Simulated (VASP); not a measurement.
## Sc: relaxation of cell and atoms with LDA

Crystal: Sc.

```
Sc
1.0
    -1.84000    1.84000    1.84000
     1.84000   -1.84000    1.84000
     1.84000    1.84000   -1.84000
Sc
1
Direct
  0.00000 0.00000 0.00000
```

This isn't the form of Sc at room conditions, which is hcp.

```yaml
Program: VASP 6.6.1
Task: relaxation of cell and atoms
Functional: LDA
Potentials_or_basis: VASP PAW LDA potentials, release 64 (Sc_sv)
Cutoff: 500 eV
k_mesh: 9 × 9 × 9
Occupations: gaussian, width 0.1 eV
Spin: no spin polarisation
Dipole_correction: no
Further_INCAR_settings: ALGO = Normal; EDIFF = 1e-07; IBRION = 2; EDIFFG = -0.02; NSW = 80; ISIF = 3
```

```yaml
Relaxed_volume: 22.79 Å³/atom
Relaxed_cell: a = 3.093 Å, b = 3.093 Å, c = 3.093 Å, α = 109.47°, β = 109.47°, γ = 109.47°
Space_group_after_relaxing_to_0.1_Å: Im-3m (No. 229)
Energy_gained_by_relaxing: 32.8 meV/atom
Ionic_steps: 3
Pressure_after_relaxing: 0.0 GPa
Band_gap_on_the_k_mesh: zero (an odd number of electrons rules out a gap without spin polarisation)
```

The path:
```
step  energy change (eV)  largest force (eV/Å)  pressure (GPa)  volume (Å³)
   1              0.0000                0.0000           -4.67        24.92
   2             -0.0315                0.0000            1.09        22.39
   3             -0.0328                0.0000            0.02        22.79
```

Final structure:
```cif
data_structure
_symmetry_space_group_name_H-M 'P 1'
_symmetry_Int_Tables_number 1
_cell_length_a 3.0934
_cell_length_b 3.0934
_cell_length_c 3.0934
_cell_angle_alpha 109.471
_cell_angle_beta 109.471
_cell_angle_gamma 109.471
_cell_volume 22.79
loop_
_atom_site_label
_atom_site_type_symbol
_atom_site_fract_x
_atom_site_fract_y
_atom_site_fract_z
_atom_site_occupancy
Sc1 Sc 0.00000 0.00000 0.00000 1
```

Levels at points of the mesh, in eV from the Fermi level:
```csv
k point,band 3,band 4,band 5,band 6,band 7,band 8
"(0.00, 0.00, 0.00)",-27.47,-27.47,-5.32,1.48,1.48,1.48
```

Run time: 7.5 s on 1 thread of Intel(R) Xeon(R) Platinum 8488C (Sapphire Rapids), on a shared host, peak memory 0.13 GiB.
